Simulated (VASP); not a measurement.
Here is a VASP 6.6.1 calculation.

Contents of INCAR:

```
SYSTEM = RhN
PREC = Accurate ; ENCUT = 520
EDIFF = 1E-6 ; ISMEAR = 0
SIGMA = 0.05 ; LREAL = .FALSE.
LASPH = .TRUE. ; NELM = 100
ALGO = Normal ; ISIF = 2
LWAVE = .FALSE. ; LCHARG = .TRUE.
GGA = PE ; LELF = .TRUE.
LVHAR = .TRUE. ; NBANDS = 17
```

Contents of KPOINTS:

```
Automatic mesh
0
G
  12 12 12
  0 0 0
```

The input POSCAR:

```
RhN
1.0
    0.0000000000      2.3738295455      2.3738295455
    2.3738295455      0.0000000000      2.3738295455
    2.3738295455      2.3738295455      0.0000000000
Rh N
1 1
Direct
    0.0000000000      0.0000000000      0.0000000000
    0.2500000000      0.2500000000      0.2500000000
```

Potentials or basis: VASP PAW PBE potentials, release 64 (Rh_pv, N).

Command:

```console
$ cat potpaw_PBE.64/Rh_pv/POTCAR potpaw_PBE.64/N/POTCAR > POTCAR
$ mpirun -np 1 vasp_std > vasp.out
```

(1) Predict the pressure.

(2) What does it give for the band gap on the k mesh?

Results:

(1) -16.8 GPa.

(2) zero (bands 10 and 11 overlap by 2.66 eV).

Caveat: the cell stands under tension.
